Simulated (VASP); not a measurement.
# Ta (Im-3m) in VASP: further runs

Runs on Ta. Level: LDA. Tasks: single point, relaxation of cell and atoms.

Everything below comes from runs of VASP 6.6.1. Logs are shortened: lines on timing, memory, paths and dates and some standing lists are left out, and cuts for length are marked.

### 1 The cell of the first run

Symmetry: Im-3m, No. 229, cubic system. Conventional cell: a = 3.253 Å, b = 3.253 Å, c = 3.253 Å, α = 90.00°, β = 90.00°, γ = 90.00°. Ta (site symmetry m-3m) has 14 Ta at 2.82 to 3.25 Å within 3.7 Å.

### 2 Single point, LDA

INCAR

```
SYSTEM = Ta
  ALGO = Normal
  EDIFF = 1E-6
  ENCUT = 520
  ISIF = 2
  ISMEAR = 0
  LASPH = .True.
  LCHARG = .False.
  LREAL = .False.
  LWAVE = .False.
  NBANDS = 12
  NELM = 80
  PREC = Accurate
  SIGMA = 0.1
```

KPOINTS

```
k-points
0
Gamma
  18 18 18
  0 0 0
```

POSCAR

```
Ta
1.0
   -1.6264250582      1.6264250582      1.6264250582
    1.6264250582     -1.6264250582      1.6264250582
    1.6264250582      1.6264250582     -1.6264250582
Ta
1
Direct
    0.0000000000      0.0000000000      0.0000000000
```

Potentials or basis: VASP PAW LDA potentials, release 64 (Ta_pv).

The run is started by

```console
$ cat potpaw_LDA.64/Ta_pv/POTCAR > POTCAR
$ mpirun -np 1 vasp_std > vasp.out
```

OUTCAR:

```text
SYSTEM = Ta
   EDIFF = 1E-6
   ENCUT = 520
   ISIF = 2
   ISMEAR = 0
   LASPH = .True.
   LREAL = .False.
   NELM = 80
   PREC = Accurate

 ion  position               nearest neighbor table
   1  0.000  0.000  0.000-

  LATTYP: Found a body centered cubic cell.
 ALAT       =     3.2528501164

  Lattice vectors:

 A1 = (  -1.6264250582,   1.6264250582,   1.6264250582)
 A2 = (   1.6264250582,  -1.6264250582,   1.6264250582)
 A3 = (   1.6264250582,   1.6264250582,  -1.6264250582)

Analysis of symmetry for initial positions (statically):
=====================================================================
 Subroutine PRICEL returns:
 Original cell was already a primitive cell.

 Routine SETGRP: Setting up the symmetry group for a
 body centered cubic supercell.

 Subroutine GETGRP returns: Found 48 space group operations
 (whereof 48 operations were pure point group operations)
 out of a pool of 48 trial point group operations.

The static configuration has the point symmetry O_h .

Analysis of symmetry for dynamics (positions and initial velocities):
=====================================================================
 Subroutine PRICEL returns:
 Original cell was already a primitive cell.

 Routine SETGRP: Setting up the symmetry group for a
 body centered cubic supercell.

 Subroutine GETGRP returns: Found 48 space group operations
 (whereof 48 operations were pure point group operations)
 out of a pool of 48 trial point group operations.

The dynamic configuration has the point symmetry O_h .

 Subroutine INISYM returns: Found 48 space group operations
 (whereof 48 operations are pure point group operations),
 and found     1 'primitive' translations

----------------------------------------------------------------------------------------

                                     Primitive cell

  volume of cell :      17.2093

  direct lattice vectors                    reciprocal lattice vectors
    -1.626425058  1.626425058  1.626425058     0.000000000  0.307422711  0.307422711
     1.626425058 -1.626425058  1.626425058     0.307422711  0.000000000  0.307422711
     1.626425058  1.626425058 -1.626425058     0.307422711  0.307422711  0.000000000

  length of vectors
     2.817050836  2.817050836  2.817050836     0.434761367  0.434761367  0.434761367

  position of ions in fractional coordinates (direct lattice)
     0.000000000  0.000000000  0.000000000

  ion indices of the primitive-cell ions
   primitive index   ion index
                 1           1
[... 80 lines left out ...]
   POTIM  = 0.5000    time-step for ionic-motion
   TEBEG  =    0.0;   TEEND  =   0.0 temperature during run
   PSTRESS=    0.0 pullay stress
   NELECT =      11.0000    total number of electrons
   NUPDOWN=      -1.0000    fix difference up-down
   EMIN   =  10.00;   EMAX   =-10.00  energy-range for DOS
   EFERMI =   0.00;   METHOD = LEGACY
   ISMEAR =     0;   SIGMA  =   0.10  broadening in eV -4-tet -1-fermi 0-gaus
   EFERMI_NEDOS =   21; number of points for ismear=-14 and -15
   IALGO  =     38    algorithm
   IMIX   =      4    mixing-type and parameters
     AMIX     =   0.40;   BMIX     =  1.00
     AMIX_MAG =   1.60;   BMIX_MAG =  1.00
  volume/ion in A,a.u.               =      17.21       116.13
  Fermi-wavevector in a.u.,A,eV,Ry     =   1.410214  2.664918 27.057952  1.988703
  Thomas-Fermi vector in A             =   2.532191
   LORBIT       =      0    0 simple, 1 ext, 2 COOP (PROOUT), +10 PAW based schemes
   GGA     = CA    functional components
   LHFCALC =     F    Hartree Fock is set to
   AEXX    =    0.0000 exact exchange contribution
   IVDW    =     0    specifies the selected vdW correction
   LEPSILON=     F    determine dielectric tensor
   LRPA    =     F    only Hartree local field effects (RPA)
 non-spin polarized calculation
 Gauss-broadening in eV      SIGMA  =   0.10
  energy-cutoff  :      520.00
  volume of cell :       17.21
 maximum number of plane-waves:       478
 NGX is ok and might be reduce to    24
   NGX = 11   NGY = 11   NGZ = 11

 number of electron      11.0000000 magnetization

 Free energy of the ion-electron system (eV)
  ---------------------------------------------------
  ext. energy  EPLUGINS =         0.00000000
  ---------------------------------------------------
  free energy    TOTEN  =       -12.83277012 eV

  energy without entropy =      -12.82698059  energy(sigma->0) =      -12.82987535

 E-fermi :   5.7798     XC(G=0): -13.0289

 val. band max:        5.7775673756   @ k =  -0.3333   0.3333   0.1667
 cond. band min:       5.7856379348   @ k =  -0.2222   0.2222   0.1667
 fundamental gap:      0.0080705592
 Fermi energy:         5.7797869733

 k-point     1 :       0.0000    0.0000    0.0000
  band No.  band energies     occupation
      1     -26.9364      2.00000
      2     -26.9364      2.00000
      3     -26.9364      2.00000
      4      -2.2281      2.00000
      5       6.4505      0.00000
      6       6.4505      0.00000
      7       6.4505      0.00000
      8       9.8744      0.00000
      9       9.8744      0.00000
     10      19.6264      0.00000
     11      21.0713      0.00000
     12      21.0713      0.00000
[... 331 lines left out ...]
 k-point    24 :       0.3889    0.1111    0.0000
  band No.  band energies     occupation
      1     -28.2379      2.00000
      2     -27.4202      2.00000
      3     -27.0080      2.00000
      4       1.6358      2.00000
      5       4.1999      2.00000
      6       6.6741      0.00000
      7       9.6478      0.00000
      8      11.0243      0.00000
      9      14.1033      0.00000
     10      17.9293      0.00000
     11      19.1789      0.00000
     12      19.6445      0.00000

 [... further k-points ...]

------------------------ aborting loop because EDIFF is reached ----------------------------------------

  FORCE on cell =-STRESS in cart. coord.  units (eV):
  Direction    XX          YY          ZZ          XY          YZ          ZX
  --------------------------------------------------------------------------------------
  -------------------------------------------------------------------------------------
  Total        0.0950138      0.0950138      0.0950138      0.0000000     -0.0000000      0.0000000
  in kB        8.8457558      8.8457558      8.8457558      0.0000000     -0.0000000      0.0000000
  external PRESSURE =       8.8457558 kB  Pullay stress =       0.0000000 kB

 VOLUME and BASIS-vectors are now :
 -----------------------------------------------------------------------------
  energy-cutoff  :      520.00
  volume of cell :       17.21
      direct lattice vectors                 reciprocal lattice vectors
    -1.626425058  1.626425058  1.626425058     0.000000000  0.307422711  0.307422711
     1.626425058 -1.626425058  1.626425058     0.307422711  0.000000000  0.307422711
     1.626425058  1.626425058 -1.626425058     0.307422711  0.307422711  0.000000000

 POSITION                                       TOTAL-FORCE (eV/Angst)
 -----------------------------------------------------------------------------------
      0.00000      0.00000      0.00000        -0.000000      0.000000      0.000000
 -----------------------------------------------------------------------------------
    total drift:                               -0.000000      0.000000      0.000000

  FREE ENERGIE OF THE ION-ELECTRON SYSTEM (eV)
  ---------------------------------------------------
  free  energy   TOTEN  =       -12.8327701227 eV

  energy  without entropy=      -12.8269805858  energy(sigma->0) =      -12.82987535
```

OSZICAR:

```text
N       E                     dE             d eps       ncg     rms          rms(c)
DAV:   1     0.611671087055E+02    0.61167E+02   -0.60198E+03  4696   0.877E+02
DAV:   2    -0.122539684706E+02   -0.73421E+02   -0.71442E+02  5220   0.247E+02
DAV:   3    -0.132918677738E+02   -0.10379E+01   -0.10317E+01  5520   0.275E+01
DAV:   4    -0.132943674800E+02   -0.24997E-02   -0.24996E-02  5108   0.152E+00
DAV:   5    -0.132943747848E+02   -0.73048E-05   -0.73048E-05  5512   0.777E-02    0.146E+01
DAV:   6    -0.129431275208E+02    0.35125E+00   -0.27543E-01  5356   0.539E+00    0.708E+00
DAV:   7    -0.128348986040E+02    0.10823E+00   -0.22021E-01  5408   0.454E+00    0.360E-01
DAV:   8    -0.128327864300E+02    0.21122E-02   -0.34563E-03  4944   0.635E-01    0.567E-02
DAV:   9    -0.128327704895E+02    0.15940E-04   -0.45853E-05  5368   0.727E-02    0.254E-02
DAV:  10    -0.128327701227E+02    0.36685E-06   -0.28291E-06  5068   0.181E-02
   1 F= -.12832770E+02 E0= -.12829875E+02  d E =-.578954E-02
```

It took 23 s on 1 thread of Intel Xeon Platinum 8259CL at 2.50GHz (Skylake/Cascade Lake), shared host; peak memory 0.16 GiB.

What came out:

```yaml
Free_energy: -12.8328 eV
Pressure: 0.9 GPa
Band_gap_on_the_k_mesh: zero (an odd number of electrons rules out a gap without spin polarisation)
```

Levels at points of the mesh, in eV from the Fermi level:
| k point | band 4 | band 5 | band 6 | band 7 | band 8 | band 9 |
| --- | --- | --- | --- | --- | --- | --- |
| (0.00, 0.00, 0.00) | -8.01 | 0.67 | 0.67 | 0.67 | 4.09 | 4.09 |
| (0.50, 0.00, 0.00) | -4.58 | -1.72 | 1.97 | 4.01 | 5.07 | 8.21 |
| (0.50, 0.50, 0.50) | -4.09 | -4.09 | 7.17 | 7.17 | 7.17 | 9.18 |

Caveat: spin-orbit coupling is left out, which moves the levels of the heavy elements.

### 3 Relaxation of cell and atoms, LDA

This run uses another cell than the first one, of 17.11 Å³/atom.

INCAR

```
PREC = Accurate ; ENCUT = 600
EDIFF = 1E-6 ; ISMEAR = 0
SIGMA = 0.1 ; LREAL = False
LASPH = True ; NELM = 80
ALGO = Normal ; ISIF = 3
LWAVE = False ; LCHARG = False
IBRION = 2 ; NSW = 100
EDIFFG = -0.005
```

KPOINTS

```
regular mesh
0
Gamma
  18 18 18
```

POSCAR

```
Ta
1.0
   -1.6231883333      1.6231883333      1.6231883333
    1.6231883333     -1.6231883333      1.6231883333
    1.6231883333      1.6231883333     -1.6231883333
Ta
1
Direct
    0.0000000000      0.0000000000      0.0000000000
```

Potentials or basis: VASP PAW LDA potentials, release 64 (Ta_pv).

The run is started by

```console
$ cat potpaw_LDA.64/Ta_pv/POTCAR > POTCAR
$ mpirun -np 1 vasp_std > vasp.out
```

OUTCAR:

```text
PREC = Accurate
   ENCUT = 600
   EDIFF = 1E-6
   ISMEAR = 0
   LREAL = False
   LASPH = True
   NELM = 80
   ISIF = 3
   IBRION = 2
   NSW = 100
   EDIFFG = -0.005

 ion  position               nearest neighbor table
   1  0.000  0.000  0.000-

  LATTYP: Found a body centered cubic cell.
 ALAT       =     3.2463766666

  Lattice vectors:

 A1 = (  -1.6231883333,   1.6231883333,   1.6231883333)
 A2 = (   1.6231883333,  -1.6231883333,   1.6231883333)
 A3 = (   1.6231883333,   1.6231883333,  -1.6231883333)

Analysis of symmetry for initial positions (statically):
=====================================================================
 Subroutine PRICEL returns:
 Original cell was already a primitive cell.

[... 252 lines left out ...]
 fundamental gap:      0.0006266845
 Fermi energy:         5.7462710881

 k-point     1 :       0.0000    0.0000    0.0000
  band No.  band energies     occupation
      1     -26.9870      2.00000
      2     -26.9870      2.00000
      3     -26.9870      2.00000
      4      -2.2483      2.00000
      5       6.4160      0.00000
      6       6.4160      0.00000
      7       6.4160      0.00000
      8       9.8247      0.00000
      9       9.8247      0.00000
[... 265 lines left out ...]
 k-point    24 :       0.3889    0.1111   -0.0000
  band No.  band energies     occupation
      1     -28.2715      2.00000
      2     -27.4647      2.00000
      3     -27.0575      2.00000
      4       1.6168      2.00000
      5       4.1765      2.00000
      6       6.6258      0.00000
      7       9.5967      0.00000
      8      10.9649      0.00000
      9      14.0270      0.00000

 [... further k-points ...]

------------------------ aborting loop because EDIFF is reached ----------------------------------------

  FORCE on cell =-STRESS in cart. coord.  units (eV):
  Direction    XX          YY          ZZ          XY          YZ          ZX
  --------------------------------------------------------------------------------------
  -------------------------------------------------------------------------------------
  Total       -0.0021915     -0.0021915     -0.0021915     -0.0000000      0.0000000     -0.0000000
  in kB       -0.2031936     -0.2031936     -0.2031936     -0.0000000      0.0000000     -0.0000000
  external PRESSURE =      -0.2031936 kB  Pullay stress =       0.0000000 kB
[... 16 lines left out ...]
  FREE ENERGIE OF THE ION-ELECTRON SYSTEM (eV)
  ---------------------------------------------------
  free  energy   TOTEN  =       -12.8330707127 eV

  energy  without entropy=      -12.8273058627  energy(sigma->0) =      -12.83018829

 reached required accuracy - stopping structural energy minimisation
```

OSZICAR:

```text
N       E                     dE             d eps       ncg     rms          rms(c)
DAV:   1     0.515423218758E+02    0.51542E+02   -0.71749E+03  3510   0.131E+03
DAV:   2    -0.125392336981E+02   -0.64082E+02   -0.63010E+02  4435   0.266E+02
DAV:   3    -0.132834789606E+02   -0.74425E+00   -0.71597E+00  3995   0.282E+01
[... 18 lines left out ...]
DAV:   2    -0.128405021211E+02    0.32712E-01   -0.44400E-02  3579   0.276E+00    0.609E-01
DAV:   3    -0.128329724218E+02    0.75297E-02   -0.23986E-02  3633   0.195E+00    0.249E-01
DAV:   4    -0.128330718873E+02   -0.99466E-04   -0.30357E-04  4261   0.188E-01    0.257E-02
DAV:   5    -0.128330705274E+02    0.13598E-05   -0.27244E-05  3676   0.641E-02    0.152E-02
DAV:   6    -0.128330707127E+02   -0.18527E-06   -0.62168E-07  2231   0.953E-03
   3 F= -.12833071E+02 E0= -.12830188E+02  d E =-.120267E-02
```

Wall time 53 s (1 thread of Intel Xeon Platinum 8259CL at 2.50GHz (Skylake/Cascade Lake), shared host); peak memory 0.16 GiB.

Results:

| Quantity | Value |
| --- | --- |
| Free energy | -12.8331 eV |
| Relaxed volume | 17.28 Å³/atom |
| Relaxed cell | a = 2.821 Å, b = 2.821 Å, c = 2.821 Å, α = 109.47°, β = 109.47°, γ = 109.47° |
| Space group after relaxing (to 0.1 Å) | Im-3m (No. 229) |
| Energy gained by relaxing | 1.2 meV/atom |
| Ionic steps | 3 |
| Pressure after relaxing | 0.0 GPa |
| Band gap on the k mesh | zero (an odd number of electrons rules out a gap without spin polarisation) |

The path:
| step | energy change (eV) | largest force (eV/Å) | pressure (GPa) | volume (Å³) |
| --- | --- | --- | --- | --- |
| 1 | 0.0000 | 0.0000 | 2.29 | 17.11 |
| 2 | 0.0063 | 0.0000 | -5.32 | 17.72 |
| 3 | -0.0012 | 0.0000 | -0.02 | 17.28 |

Final structure:
```
Ta
1.0
    -1.62865    1.62865    1.62865
     1.62865   -1.62865    1.62865
     1.62865    1.62865   -1.62865
Ta
1
Direct
  0.00000 0.00000 0.00000
```

Levels at points of the mesh, in eV from the Fermi level:
| k point | band 3 | band 4 | band 5 | band 6 | band 7 | band 8 |
| --- | --- | --- | --- | --- | --- | --- |
| (0.00, 0.00, 0.00) | -32.73 | -7.99 | 0.67 | 0.67 | 0.67 | 4.08 |
| (0.50, 0.00, 0.00) | -32.74 | -4.56 | -1.71 | 1.94 | 3.99 | 5.05 |
| (0.50, 0.50, 0.50) | -33.68 | -4.07 | -4.07 | 7.13 | 7.13 | 7.13 |

Caveat: spin-orbit coupling is left out, which moves the levels of the heavy elements.
